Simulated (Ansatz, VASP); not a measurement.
Co: VASP beside Ansatz

```
Co
1.0
     2.47056    0.00000    0.00000
    -1.23528    2.13957    0.00000
     0.00000    0.00000    8.08823
Co
4
Direct
  0.00000 0.00000 0.00000
  0.33333 0.66667 0.25000
  0.00000 0.00000 0.50000
  0.66667 0.33333 0.75000
```

Alike in both runs: task relaxation of cell and atoms; functional PBEsol; k mesh 9 × 9 × 2; occupations gaussian, width 0.1 eV; collinear spin.

|  | VASP | Ansatz |
| --- | --- | --- |
| version | VASP 6.6.1 | Ansatz 0.2.0 |
| potentials or method | VASP PAW PBE potentials, release 64 (Co), cutoff 600 eV | scalar-relativistic, plane waves, PAW |
| valence electrons in the cell | 36 | 68 |

|  | VASP | Ansatz | Ansatz less VASP |
| --- | --- | --- | --- |
| gap on the k mesh at the Fermi level, each at its own relaxed structure (eV) | none | none | - |
| net moment per atom (μB) | 1.50 | 1.53 | +0.028 |
| size of the moment on the site where the two differ most (μB) | 1.52 | 1.60 | +0.082 |
| relaxed volume (Å³/atom) | 10.28 | 10.34 | +0.060 |
| relaxed cell length with the largest relative difference (Å) | 7.937 | 7.965 | +0.0279 |

VASP's potentials were made for PBE, not for PBEsol. Site moments also hang on the region over which each program counts them. A gap of «none» marks a metal or a gap that the smearing closes. VASP's potentials hold 36 valence electrons a cell and Ansatz's 68, so a difference there can come from the potentials and not from the codes.

The k mesh is coarse, so the values compare programs but aren't converged.
